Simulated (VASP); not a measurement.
Pb:

```
Pb
1.0
     0.00000    2.50759    2.50759
     2.50759    0.00000    2.50759
     2.50759    2.50759    0.00000
Pb
1
Cartesian
  0.0000 0.0000 0.0000
```

Base run:

| Item | Value |
| --- | --- |
| Program | VASP 6.6.1 |
| Functional | PBE |
| Dispersion | D4 |
| Potentials or basis | VASP PAW PBE potentials, release 64 (Pb_d) |
| Cutoff | 520 eV |
| k mesh | 9 × 9 × 9 |
| Occupations | fermi-dirac, width 0.05 eV |
| Spin | no spin polarisation |

Its results: band gap on the k mesh zero (band 7 reaches 13.96 eV, above the bottom of band 8 at 5.39 eV); pressure -1.6 GPa.

Task: The run is repeated on the same cell with these changes: dispersion from D4 to none. What comes out?

Result: Band gap on the k mesh zero (band 7 reaches 13.96 eV, above the bottom of band 8 at 5.39 eV); pressure 0.4 GPa.

Dispersion adds attraction, which lowers the pressure at fixed volume and, as a term added to the energy, leaves the levels alone.

Caveats: spin-orbit coupling is left out, which moves the levels of the heavy elements; pairwise dispersion overbinds metals, which lowers pressure and volume (some runs).
